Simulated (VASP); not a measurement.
Crystal: Cs2Cu.

```xyz
6
Lattice="0.0000 4.7117 4.7117 4.7117 0.0000 4.7117 4.7117 4.7117 0.0000" Properties=species:S:1:pos:R:3 pbc="T T T"
Cs    5.8896    5.8896    5.8896
Cs    5.8896    3.5338    3.5338
Cs    3.5338    3.5338    5.8896
Cs    3.5338    5.8896    3.5338
Cu    0.0000    0.0000    0.0000
Cu    2.3558    2.3558    2.3558
```

* Program: VASP 6.6.1
* Task: relaxation of cell and atoms
* Functional: PBE
* Potentials or basis: VASP PAW PBE potentials, release 64 (Cs_sv, Cu)
* Cutoff: 600 eV
* k mesh: 4 × 4 × 4
* Occupations: gaussian, width 0.1 eV
* Spin: no spin polarisation

At the start: pressure 5.2 GPa; volume 34.87 Å³/atom.

Task: Where does the relaxation end?

Result: Over 6 steps the energy falls by 295.8 meV/atom and the volume is 70.32 Å³/atom (+101.7 %); space group Fd-3m (No. 227, to 0.1 Å) before and after.

The path:
```
step  energy change (eV)  largest force (eV/Å)  pressure (GPa)  volume (Å³)
   1              0.0000                0.0000            5.22       209.20
   2             -0.7917                0.0000            2.18       245.50
   3             -1.2474                0.0000            1.67       284.02
   4             -1.7178                0.0000            0.23       372.73
   5             -1.7705                0.0000            0.11       394.60
   6             -1.7751                0.0000           -0.06       421.90
```

Final structure:
```
Cs Cu
1.0
     0.00000    5.95289    5.95289
     5.95289    0.00000    5.95289
     5.95289    5.95289    0.00000
Cs Cu
4 2
Direct
  0.62500 0.62500 0.62500
  0.12500 0.62500 0.62500
  0.62500 0.62500 0.12500
  0.62500 0.12500 0.62500
  0.00000 0.00000 0.00000
  0.25000 0.25000 0.25000
```

Caveat: the volume moved by over 15 % at a fixed basis, so the end points are rough.
